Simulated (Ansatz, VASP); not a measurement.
Al in VASP and in Ansatz

```
Al
1.0
     2.81442    0.00000    0.00000
    -1.40721    2.43736    0.00000
     0.00000    0.00000    9.24105
Al
4
Direct
  0.00000 0.00000 0.00000
  0.41949 0.83898 0.21970
  0.00000 0.00000 0.50000
  0.66667 0.33333 0.75000
```

Alike in both runs: task single point; functional PBE; dispersion D3(BJ); k mesh 18 × 18 × 4; occupations gaussian, width 0.15 eV; no spin polarisation.

|  | VASP | Ansatz |
| --- | --- | --- |
| version | VASP 6.6.1 | Ansatz 0.2.0 |
| potentials or method | VASP PAW PBE potentials, release 64 (Al), cutoff 520 eV | scalar-relativistic, plane waves, PAW |
| valence electrons in the cell | 12 | 12 |

```csv
,VASP,Ansatz,Ansatz less VASP
gap on the k mesh at the Fermi level (eV),none,none,-
pressure (GPa),2.6,2.6,0.00
"traceless stress, the component that is largest in VASP (GPa)",2.65,2.64,-0.008
rms of the force components (eV/Å),0.745,0.745,-0.0005
```

Atom by atom the forces differ by 0.001 eV/Å (rms over components). A gap of «none» marks a metal or a gap that the smearing closes.
